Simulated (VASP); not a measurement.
Input of a VASP 6.6.1 run:

POSCAR

```
Co
1.0
    2.3228229210      0.0000000000      0.0000000000
    0.0000000000      2.3228229210      0.0000000000
    0.0000000000      0.0000000000      2.3228229210
Co
1
Direct
    0.0000000000      0.0000000000      0.0000000000
```

Contents of INCAR.step1:

```
SYSTEM = Co
ALGO = Normal
EDIFF = 1E-4
ENCUT = 600
GGA = PE
ISMEAR = 0
ISPIN = 2
LASPH = .TRUE.
LCHARG = .FALSE.
LMAXMIX = 4
LREAL = .FALSE.
LWAVE = .TRUE.
MAGMOM = 2.31
NELM = 150
PREC = Accurate
SIGMA = 0.1
```

The input INCAR.step2:

```
SYSTEM = Co
ALGO = Normal
EDIFF = 1E-6
EDIFFG = -0.01
ENCUT = 600
IBRION = 2
ISIF = 3
ISMEAR = 0
ISPIN = 2
ISTART = 1
LASPH = .TRUE.
LCHARG = .FALSE.
LMAXMIX = 4
LMIXTAU = .TRUE.
LORBIT = 11
LREAL = .FALSE.
LWAVE = .FALSE.
MAGMOM = 2.31
METAGGA = R2SCAN
NELM = 150
NSW = 100
PREC = Accurate
SIGMA = 0.1
```

File KPOINTS:

```
k-points
0
G
  24 24 24
  0 0 0
```

Potentials or basis: VASP PAW PBE potentials, release 64 (Co).

Run with:

```sh
$ cat potpaw_PBE.64/Co/POTCAR > POTCAR
$ cp INCAR.step1 INCAR
$ mpirun -np 1 vasp_std > vasp.out
$ cp INCAR.step2 INCAR
$ mpirun -np 1 vasp_std > vasp.out
```

Problem. Estimate the space group after relaxing (to 0.1 Å).

Solution. Pm-3m (No. 221).

Problem. Estimate the relaxed volume.

Solution. 12.57 Å³/atom.

Problem. Estimate the site moments.

Solution. Co +2.06 μB.

Final structure:
```
CELL_PARAMETERS angstrom
2.32514 0.00000 0.00000
0.00000 2.32514 0.00000
0.00000 0.00000 2.32514
ATOMIC_POSITIONS crystal
Co 0.00000 0.00000 0.00000
```

Caveat: the PAW data sets were made with another functional, which shifts forces and pressure a little.
